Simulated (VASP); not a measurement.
# CuAu (P4/mmm) in VASP: a series of runs

CuAu is run at these levels: PBE; tasks: single point.

All numbers are computed with VASP 6.6.1; they aren't measurements. Logs are shortened: lines on timing, memory, paths and dates and some standing lists are left out, and cuts for length are marked.

### Step 1. The cell of the first run

The structure is tetragonal, space group P4/mmm (No. 123). The conventional cell has a = 2.716 Å, b = 2.716 Å, c = 3.615 Å, α = 90.00°, β = 90.00°, γ = 90.00°. Cu (site symmetry 4/mmm) has 8 Au at 2.64 Å and 4 Cu at 2.72 Å within 3.5 Å. Au (site symmetry 4/mmm) has 8 Cu at 2.64 Å and 4 Au at 2.72 Å within 3.5 Å.

### Step 2. Single point, PBE (strain -0.030 along x and y, -0.015 along z)

Contents of INCAR:

```
SYSTEM = CuAu
PREC = Accurate ; ENCUT = 520
EDIFF = 1E-6 ; ISMEAR = 0
SIGMA = 0.15 ; LREAL = .False.
LASPH = .True. ; NELM = 80
ALGO = Fast ; ISIF = 2
LWAVE = .False. ; LCHARG = .False.
GGA = PE ; NBANDS = 18
```

Contents of KPOINTS:

```
regular mesh
0
Gamma
  18 18 14
  0 0 0
```

Contents of POSCAR:

```
CuAu
1.0
    2.7160000000      0.0000000000      0.0000000000
    0.0000000000      2.7160000000      0.0000000000
    0.0000000000      0.0000000000      3.6149500000
Cu Au
1 1
Direct
    0.5000000000      0.5000000000      0.5000000000
    0.0000000000      0.0000000000      0.0000000000
```

Potentials or basis: VASP PAW PBE potentials, release 64 (Cu, Au).

On the command line:

```console
cat potpaw_PBE.64/Cu/POTCAR potpaw_PBE.64/Au/POTCAR > POTCAR
mpirun -np 1 vasp_std > vasp.out
```

OUTCAR:

```text
SYSTEM = CuAu
   PREC = Accurate
   ENCUT = 520
   EDIFF = 1E-6
   ISMEAR = 0
   LREAL = .False.
   LASPH = .True.
   NELM = 80
   ISIF = 2
   GGA = PE

 ion  position               nearest neighbor table
   1  0.500  0.500  0.500-   2 2.64   2 2.64   2 2.64   2 2.64   2 2.64   2 2.64   2 2.64   2 2.64

   2  0.000  0.000  0.000-   1 2.64   1 2.64   1 2.64   1 2.64   1 2.64   1 2.64   1 2.64   1 2.64

  LATTYP: Found a simple tetragonal cell.
 ALAT       =     2.7160000000
 C/A-ratio  =     1.3309830633

  Lattice vectors:

 A1 = (   2.7160000000,   0.0000000000,   0.0000000000)
 A2 = (   0.0000000000,   2.7160000000,   0.0000000000)
 A3 = (   0.0000000000,   0.0000000000,   3.6149500000)

Analysis of symmetry for initial positions (statically):
=====================================================================
 Subroutine PRICEL returns:
 Original cell was already a primitive cell.

 Routine SETGRP: Setting up the symmetry group for a
 simple tetragonal supercell.

 Subroutine GETGRP returns: Found 16 space group operations
 (whereof 16 operations were pure point group operations)
 out of a pool of 16 trial point group operations.

The static configuration has the point symmetry D_4h.

Analysis of symmetry for dynamics (positions and initial velocities):
=====================================================================
 Subroutine PRICEL returns:
 Original cell was already a primitive cell.

 Routine SETGRP: Setting up the symmetry group for a
 simple tetragonal supercell.

 Subroutine GETGRP returns: Found 16 space group operations
 (whereof 16 operations were pure point group operations)
 out of a pool of 16 trial point group operations.

The dynamic configuration has the point symmetry D_4h.

 Subroutine INISYM returns: Found 16 space group operations
 (whereof 16 operations are pure point group operations),
 and found     1 'primitive' translations

----------------------------------------------------------------------------------------

                                     Primitive cell

  volume of cell :      26.6662

  direct lattice vectors                    reciprocal lattice vectors
     2.716000000  0.000000000  0.000000000     0.368188513  0.000000000  0.000000000
     0.000000000  2.716000000  0.000000000     0.000000000  0.368188513  0.000000000
     0.000000000  0.000000000  3.614950000     0.000000000  0.000000000  0.276628999

  length of vectors
     2.716000000  2.716000000  3.614950000     0.368188513  0.368188513  0.276628999

  position of ions in fractional coordinates (direct lattice)
     0.500000000  0.500000000  0.500000000
     0.000000000  0.000000000  0.000000000

  ion indices of the primitive-cell ions
   primitive index   ion index
                 1           1
                 2           2

----------------------------------------------------------------------------------------

 KPOINTS: regular mesh

Automatic generation of k-mesh.
 Grid dimensions read from file:
 generate k-points for:   18   18   14

 Generating k-lattice:

  Cartesian coordinates                     Fractional coordinates (reciprocal lattice)
     0.020454917  0.000000000  0.000000000     0.055555556  0.000000000  0.000000000
     0.000000000  0.020454917  0.000000000     0.000000000  0.055555556  0.000000000
     0.000000000  0.000000000  0.019759214     0.000000000  0.000000000  0.071428571

  Length of vectors
     0.020454917  0.020454917  0.019759214

  Shift w.r.t. Gamma in fractional coordinates (k-lattice)
     0.000000000  0.000000000  0.000000000

 Subroutine IBZKPT returns following result:
 ===========================================

 Found    440 irreducible k-points:

 Following reciprocal coordinates:
            Coordinates               Weight
  0.000000  0.000000  0.000000      1.000000
  0.055556  0.000000  0.000000      4.000000
  0.111111  0.000000  0.000000      4.000000
  0.166667  0.000000  0.000000      4.000000
  0.222222  0.000000  0.000000      4.000000
  0.277778  0.000000  0.000000      4.000000
[... 16 lines left out ...]
  0.277778  0.111111  0.000000      8.000000
  0.333333  0.111111  0.000000      8.000000
 [... further k-points ...]
   k-points           NKPTS =    440   k-points in BZ     NKDIM =    440   number of bands    NBANDS=     18
   number of dos      NEDOS =    301   number of ions     NIONS =      2
   total plane-waves  NPLWV =  11200
   dimension x,y,z NGX =    20 NGY =   20 NGZ =   28
   dimension x,y,z NGXF=    40 NGYF=   40 NGZF=   56
   ions per type =               1   1
   NGX,Y,Z   is equivalent  to a cutoff of  12.24, 12.24, 12.88 a.u.
   NGXF,Y,Z  is equivalent  to a cutoff of  24.48, 24.48, 25.75 a.u.
 SYSTEM =  CuAu
   PREC   = accura    normal or accurate (medium, high low for compatibility)
   ISTART =      0    job   : 0-new  1-cont  2-samecut
   ICHARG =      2    charge: 1-file 2-atom 10-const
   ISPIN  =      1    spin polarized calculation?
   LNONCOLLINEAR =      F non collinear calculations
   LSORBIT =      F    spin-orbit coupling
   LASPH  =      T    aspherical Exc in radial PAW
   ENCUT  =  520.0 eV  38.22 Ry    6.18 a.u.   5.05  5.05  6.72*2*pi/ulx,y,z
   NELM   =     80;   NELMIN=  2; NELMDL= -5     # of ELM steps
   EDIFF  = 0.1E-05   stopping-criterion for ELM
   LREAL  =      F    real-space projection
   EDIFFG = 0.1E-04   stopping-criterion for IOM
   NSW    =      0    number of steps for IOM
   IBRION =     -1    ionic relax: 0-MD 1-quasi-New 2-CG
   NFREE  =      0    steps in history (QN), initial steepest desc. (CG)
   ISIF   =      2    stress and relaxation
   ISYM   =      2    0-nonsym 1-usesym 2-fastsym
   POTIM  = 0.5000    time-step for ionic-motion
   TEBEG  =    0.0;   TEEND  =   0.0 temperature during run
   PSTRESS=    0.0 pullay stress
   NELECT =      22.0000    total number of electrons
   NUPDOWN=      -1.0000    fix difference up-down
   EMIN   =  10.00;   EMAX   =-10.00  energy-range for DOS
   EFERMI =   0.00;   METHOD = LEGACY
   ISMEAR =     0;   SIGMA  =   0.15  broadening in eV -4-tet -1-fermi 0-gaus
   EFERMI_NEDOS =   21; number of points for ismear=-14 and -15
   IALGO  =     68    algorithm
   IMIX   =      4    mixing-type and parameters
     AMIX     =   0.40;   BMIX     =  1.00
     AMIX_MAG =   1.60;   BMIX_MAG =  1.00
  volume/ion in A,a.u.               =      13.33        89.98
  Fermi-wavevector in a.u.,A,eV,Ry     =   1.535424  2.901531 32.076119  2.357528
  Thomas-Fermi vector in A             =   2.642215
   LORBIT       =      0    0 simple, 1 ext, 2 COOP (PROOUT), +10 PAW based schemes
   GGA     = PE    functional components
   LHFCALC =     F    Hartree Fock is set to
   AEXX    =    0.0000 exact exchange contribution
   IVDW    =     0    specifies the selected vdW correction
   LEPSILON=     F    determine dielectric tensor
   LRPA    =     F    only Hartree local field effects (RPA)
 non-spin polarized calculation
 RMM-DIIS sequential band-by-band and
 Gauss-broadening in eV      SIGMA  =   0.15
  energy-cutoff  :      520.00
  volume of cell :       26.67
 maximum number of plane-waves:       736
   NGX = 11   NGY = 11   NGZ = 13

 number of electron      21.9999981 magnetization

 Free energy of the ion-electron system (eV)
  ---------------------------------------------------
  ext. energy  EPLUGINS =         0.00000000
  ---------------------------------------------------
  free energy    TOTEN  =        -6.84833122 eV

  energy without entropy =       -6.84176363  energy(sigma->0) =       -6.84504742

 E-fermi :  10.1576     XC(G=0): -13.1882

 val. band max:       10.1573782880   @ k =   0.3889   0.3889   0.2143
 cond. band min:      10.1597640115   @ k =   0.5000   0.0000   0.1429
 fundamental gap:      0.0023857236
 Fermi energy:        10.1575518276

 k-point     1 :       0.0000    0.0000    0.0000
  band No.  band energies     occupation
      1      -0.5335      2.00000
      2       2.7126      2.00000
      3       2.8939      2.00000
      4       5.6913      2.00000
      5       5.6913      2.00000
      6       6.9309      2.00000
[... 10 lines left out ...]
     17      27.7946      0.00000
     18      28.1860      0.00000

 k-point     2 :       0.0556    0.0000    0.0000
  band No.  band energies     occupation
      1      -0.4541      2.00000
      2       2.7576      2.00000
      3       2.9391      2.00000
      4       5.6381      2.00000
      5       5.7109      2.00000
      6       6.9270      2.00000
[... 10 lines left out ...]
     17      27.7640      0.00000
     18      28.7105      0.00000

 k-point     3 :       0.1111    0.0000    0.0000
  band No.  band energies     occupation
      1      -0.2213      2.00000
      2       2.8677      2.00000
      3       3.0951      2.00000
      4       5.4821      2.00000
      5       5.7690      2.00000
      6       6.8186      2.00000
[... 10 lines left out ...]
     17      27.7758      0.00000
     18      30.2591      0.00000

 k-point     4 :       0.1667    0.0000    0.0000
  band No.  band energies     occupation
      1       0.1491      2.00000
      2       3.0088      2.00000
      3       3.3807      2.00000
      4       5.2379      2.00000
      5       5.8627      2.00000
      6       6.6475      2.00000
[... 375 lines left out ...]
      4       4.9082      2.00000
      5       5.6806      2.00000
      6       6.1859      2.00000
[... 10 lines left out ...]
     17      27.6197      0.00000
     18      30.2849      0.00000

 k-point    23 :       0.2778    0.1111    0.0000
  band No.  band energies     occupation
      1       1.4807      2.00000
      2       3.6066      2.00000
      3       4.2241      2.00000
      4       4.5904      2.00000
      5       5.7042      2.00000
      6       5.9873      2.00000
[... 10 lines left out ...]
     17      26.5288      0.00000
     18      29.7754      0.00000

 k-point    24 :       0.3333    0.1111    0.0000
  band No.  band energies     occupation
      1       2.0446      2.00000
      2       3.8027      2.00000
      3       4.3020      2.00000
      4       4.4953      2.00000
      5       5.7146      2.00000
      6       5.9184      2.00000
[... 10 lines left out ...]
     17      25.2503      0.00000
     18      28.4393      0.00000

 [... further k-points ...]
[... 5 lines left out ...]
  --------------------------------------------------------------------------------------
  -------------------------------------------------------------------------------------
  Total        3.9689468      3.9689468      3.5610982      0.0000000      0.0000000     -0.0000000
  in kB      238.4646638    238.4646638    213.9600591      0.0000000      0.0000000     -0.0000000
  external PRESSURE =     230.2964622 kB  Pullay stress =       0.0000000 kB

 VOLUME and BASIS-vectors are now :
 -----------------------------------------------------------------------------
  energy-cutoff  :      520.00
  volume of cell :       26.67
      direct lattice vectors                 reciprocal lattice vectors
     2.716000000  0.000000000  0.000000000     0.368188513  0.000000000  0.000000000
     0.000000000  2.716000000  0.000000000     0.000000000  0.368188513  0.000000000
     0.000000000  0.000000000  3.614950000     0.000000000  0.000000000  0.276628999

 POSITION                                       TOTAL-FORCE (eV/Angst)
 -----------------------------------------------------------------------------------
      1.35800      1.35800      1.80747         0.000000      0.000000      0.000000
      0.00000      0.00000      0.00000         0.000000      0.000000      0.000000
 -----------------------------------------------------------------------------------
    total drift:                               -0.000000      0.000000      0.000000

  FREE ENERGIE OF THE ION-ELECTRON SYSTEM (eV)
  ---------------------------------------------------
  free  energy   TOTEN  =        -6.8483312171 eV

  energy  without entropy=       -6.8417636305  energy(sigma->0) =       -6.84504742
```

It took 98 s on 1 thread of Intel Xeon Platinum 8481C at 2.70GHz (Sapphire Rapids), shared host; peak memory 0.32 GiB.

What came out:

```yaml
Free_energy: -6.8483 eV
Pressure: 23.0 GPa
Band_gap_on_the_k_mesh: zero (band 11 reaches 15.87 eV, above the bottom of band 12 at 7.97 eV)
```

Stress tensor (GPa, compression positive):
```
23.85  0.00  0.00
 0.00 23.85  0.00
 0.00  0.00 21.40
```

Levels at points of the mesh, in eV from the Fermi level:
```tsv
k point	band 7	band 8	band 9	band 10	band 11	band 12	band 13	band 14	band 15	band 16
(0.00, 0.00, 0.00)	-3.19	-2.41	-1.85	-1.58	-1.58	1.71	8.52	10.54	10.54	17.45
(0.50, 0.00, 0.00)	-3.46	-3.38	-2.69	-2.46	-0.93	0.06	9.54	9.78	11.90	11.98
(0.50, 0.50, 0.00)	-1.80	-1.60	-1.50	-1.50	0.50	0.50	5.89	7.66	10.15	11.83
(0.00, 0.00, 0.50)	-3.65	-2.89	-2.70	-2.60	-2.60	-2.19	14.76	15.30	15.30	15.37
(0.50, 0.00, 0.50)	-1.93	-1.89	-1.77	-1.69	-1.46	-1.45	3.11	4.84	16.09	16.53
(0.50, 0.50, 0.50)	-3.47	-2.43	-1.79	-1.59	5.71	5.71	5.76	7.06	7.21	7.33
```

Caveat: the cell differs from its parent crystal (strain -0.030 along x and y, -0.015 along z); spin-orbit coupling is left out, which moves the levels of the heavy elements.

### Step 3. Single point, PBE (strain -0.030 along x and y, +0.000 along z)

Contents of INCAR:

```
SYSTEM = CuAu
ALGO     = Fast           ! electronic algorithm
EDIFF    = 1E-6           ! SCF threshold, eV
ENCUT    = 520            ! plane-wave cutoff, eV
GGA      = PE             ! functional
ISIF     = 2              ! what is computed and relaxed
ISMEAR   = 0              ! smearing method
LASPH    = .True.         ! aspherical terms in the spheres
LCHARG   = .True.         ! write CHGCAR
LELF     = .True.         ! ELF
LREAL    = .False.        ! projectors in reciprocal space
LVHAR    = .True.       
LWAVE    = .False.        ! write WAVECAR
NBANDS   = 18             ! bands
NELM     = 100            ! most SCF steps
PREC     = Accurate       ! precision mode
SIGMA    = 0.15           ! smearing width, eV
```

Contents of KPOINTS:

```
k-points
0
Gamma
  18 18 14
  0 0 0
```

Changes to POSCAR since step 2:

```diff
@@ -4,3 +4,3 @@
     0.0000000000      2.7160000000      0.0000000000
-    0.0000000000      0.0000000000      3.6149500000
+    0.0000000000      0.0000000000      3.6700000000
 Cu Au
```

Potentials or basis: VASP PAW PBE potentials, release 64 (Cu, Au).

On the command line:

```console
cat potpaw_PBE.64/Cu/POTCAR potpaw_PBE.64/Au/POTCAR > POTCAR
mpirun -np 1 vasp_std > vasp.out
```

OUTCAR:

```text
SYSTEM = CuAu
   EDIFF = 1E-6
   ENCUT = 520
   GGA = PE
   ISIF = 2
   ISMEAR = 0
   LASPH = .True.
   LREAL = .False.
   NELM = 100
   PREC = Accurate

 ion  position               nearest neighbor table
   1  0.500  0.500  0.500-   2 2.66   2 2.66   2 2.66   2 2.66   2 2.66   2 2.66   2 2.66   2 2.66

   2  0.000  0.000  0.000-   1 2.66   1 2.66   1 2.66   1 2.66   1 2.66   1 2.66   1 2.66   1 2.66

  LATTYP: Found a simple tetragonal cell.
 ALAT       =     2.7160000000
 C/A-ratio  =     1.3512518409

  Lattice vectors:

[... 693 lines left out ...]

  FORCE on cell =-STRESS in cart. coord.  units (eV):
  Direction    XX          YY          ZZ          XY          YZ          ZX
  --------------------------------------------------------------------------------------
  -------------------------------------------------------------------------------------
  Total        3.4448892      3.4448892      2.8896469      0.0000000     -0.0000000      0.0000000
  in kB      203.8732471    203.8732471    171.0132537      0.0000000     -0.0000000      0.0000000
  external PRESSURE =     192.9199160 kB  Pullay stress =       0.0000000 kB

 VOLUME and BASIS-vectors are now :
 -----------------------------------------------------------------------------
  energy-cutoff  :      520.00
  volume of cell :       27.07
      direct lattice vectors                 reciprocal lattice vectors
     2.716000000  0.000000000  0.000000000     0.368188513  0.000000000  0.000000000
     0.000000000  2.716000000  0.000000000     0.000000000  0.368188513  0.000000000
     0.000000000  0.000000000  3.670000000     0.000000000  0.000000000  0.272479564

 POSITION                                       TOTAL-FORCE (eV/Angst)
 -----------------------------------------------------------------------------------
      1.35800      1.35800      1.83500         0.000000      0.000000      0.000000
      0.00000      0.00000      0.00000         0.000000      0.000000      0.000000
 -----------------------------------------------------------------------------------
    total drift:                               -0.000000      0.000000      0.000000

  FREE ENERGIE OF THE ION-ELECTRON SYSTEM (eV)
  ---------------------------------------------------
  free  energy   TOTEN  =        -6.8978098950 eV

  energy  without entropy=       -6.8918526988  energy(sigma->0) =       -6.89483130
```

OSZICAR:

```text
N       E                     dE             d eps       ncg     rms          rms(c)
DAV:   1     0.128848278732E+03    0.12885E+03   -0.11074E+04 17298   0.177E+03
DAV:   2    -0.273442059720E+01   -0.13158E+03   -0.12376E+03 16044   0.301E+02
DAV:   3    -0.782339742779E+01   -0.50890E+01   -0.49818E+01 18684   0.688E+01
DAV:   4    -0.789322234812E+01   -0.69825E-01   -0.69776E-01 19596   0.667E+00
DAV:   5    -0.789497272120E+01   -0.17504E-02   -0.17503E-02 20262   0.108E+00    0.135E+01
RMM:   6    -0.721163757814E+01    0.68334E+00   -0.36994E+00 18411   0.307E+01    0.604E+00
RMM:   7    -0.703395031748E+01    0.17769E+00   -0.15645E+00 18436   0.179E+01    0.705E+00
RMM:   8    -0.690154093151E+01    0.13241E+00   -0.23246E-01 18789   0.698E+00    0.254E+00
RMM:   9    -0.690450532036E+01   -0.29644E-02   -0.44699E-02 20977   0.341E+00    0.992E-01
RMM:  10    -0.689779733289E+01    0.67080E-02   -0.32418E-02 19465   0.245E+00    0.250E-01
RMM:  11    -0.689772089204E+01    0.76441E-04   -0.56484E-03 21552   0.842E-01    0.824E-02
RMM:  12    -0.689783925460E+01   -0.11836E-03   -0.11698E-03 22631   0.275E-01    0.769E-02
RMM:  13    -0.689782564593E+01    0.13609E-04   -0.16744E-04 21504   0.148E-01    0.461E-02
RMM:  14    -0.689781350695E+01    0.12139E-04   -0.75103E-05 20704   0.661E-02    0.279E-02
RMM:  15    -0.689780946384E+01    0.40431E-05   -0.22729E-05 18674   0.709E-02    0.139E-02
RMM:  16    -0.689780989498E+01   -0.43114E-06   -0.36724E-06 15617   0.162E-02
   1 F= -.68978099E+01 E0= -.68948313E+01  d E =-.595720E-02
```

stdout:

```text
POSCAR found type information on POSCAR CuAu
 POSCAR found :  2 types and       2 ions
 scaLAPACK will be used
 LDA part: xc-table for (Slater+PW92), standard interpolation
 POSCAR, INCAR and KPOINTS ok, starting setup
 FFT: planning ... GRIDC
 FFT: planning ... GRID_SOFT
 FFT: planning ... GRID
 WAVECAR not read
 entering main loop
WARNING in EDDRMM: call to ZHEGV failed, returncode =   8  4     18
WARNING in EDDRMM: call to ZHEGV failed, returncode =   6  3     17
WARNING in EDDRMM: call to ZHEGV failed, returncode =   8  4     16
```

Wall time 95 s (1 thread of Intel Xeon Platinum 8481C at 2.70GHz (Sapphire Rapids), shared host); peak memory 0.32 GiB.

Results:

- Free energy: -6.8978 eV
- Pressure: 19.3 GPa
- Band gap on the k mesh: zero (band 11 reaches 15.59 eV, above the bottom of band 12 at 7.78 eV)

Caveat: the cell differs from its parent crystal (strain -0.030 along x and y, +0.000 along z); spin-orbit coupling is left out, which moves the levels of the heavy elements.

[end of part 1 of 2]
